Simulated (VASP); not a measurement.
Input of a VASP 6.6.1 run:

The input INCAR:

```
SYSTEM = GaFe3
PREC = Accurate
ENCUT = 520
EDIFF = 1E-7
ISMEAR = -1
SIGMA = 0.03
LREAL = .False.
LASPH = .True.
NELM = 150
ALGO = Normal
ISIF = 2
LWAVE = .False.
LCHARG = .False.
ISPIN = 2
MAGMOM = 0 3 3 3
LORBIT = 11
LMAXMIX = 4
GGA = PS
NBANDS = 30
```

KPOINTS

```
regular mesh
0
Gamma
  8 8 8
  0 0 0
```

File POSCAR:

```
GaFe3
1.0
    0.0000000000      3.1148752115      3.1148752115
    3.1148752115      0.0000000000      3.1148752115
    3.1148752115      3.1148752115      0.0000000000
Ga Fe
1 3
Direct
    0.0000000000      0.0000000000      0.0000000000
    0.5000000000      0.5000000000      0.5000000000
    0.7500000000      0.7500000000      0.7500000000
    0.2500000000      0.2500000000      0.2500000000
```

Potentials or basis: VASP PAW PBE potentials, release 64 (Ga_d, Fe).

Launch:

```bash
$ cat potpaw_PBE.64/Ga_d/POTCAR potpaw_PBE.64/Fe/POTCAR > POTCAR
$ mpirun -np 1 vasp_std > vasp.out
```

Q: Predict the net moment.

A: 7.87 μB per cell.

Q: What does it give for the site moments?

A: Ga -0.10; Fe +2.69, +2.67 μB.

Q: Estimate the pressure.

A: -25.8 GPa.

Caveat: the PAW data sets were made with another functional, which shifts forces and pressure a little.
